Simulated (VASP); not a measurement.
Write the native input for VASP 6.6.1 that does the following.

```yaml
Task: single point
Functional: LDA
Potentials_or_basis: VASP PAW LDA potentials, release 64 (Li_sv, Sn_d)
Cutoff: 520 eV
k_mesh: 7 × 7 × 7
Occupations: methfessel-paxton, width 0.02 eV
Spin: no spin polarisation
Dipole_correction: no
Further_INCAR_settings: ALGO = Normal; EDIFF = 1e-06; NBANDS = 30
```

The structure of LiSn3 lies in POSCAR:

```
LiSn3
1.0
   -2.2129897116      2.2129897116      4.6135529043
    2.2129897116     -2.2129897116      4.6135529043
    2.2129897116      2.2129897116     -4.6135529043
Li Sn
1 3
Direct
    0.0000000000      0.0000000000      0.0000000000
    0.7500000000      0.2500000000      0.5000000000
    0.2500000000      0.7500000000      0.5000000000
    0.5000000000      0.5000000000      0.0000000000
```

The input as run:

INCAR

```
SYSTEM = LiSn3
  PREC = Accurate
  ENCUT = 520
  EDIFF = 1E-6
  ISMEAR = 1
  SIGMA = 0.02
  LREAL = .False.
  LASPH = .True.
  NELM = 100
  ALGO = Normal
  ISIF = 2
  LWAVE = .False.
  LCHARG = .False.
  GGA = CA
  NBANDS = 30
```

KPOINTS

```
regular mesh
0
Gamma
  7 7 7
  0 0 0
```

Potentials or basis: VASP PAW LDA potentials, release 64 (Li_sv, Sn_d).

Launch:

```sh
$ cat potpaw_LDA.64/Li_sv/POTCAR potpaw_LDA.64/Sn_d/POTCAR > POTCAR
$ mpirun -np 1 vasp_std > vasp.out
```

Wall time 63 s on 1 thread of Intel(R) Xeon(R) 6975P-C (Granite Rapids), on a shared host, peak memory 0.25 GiB.
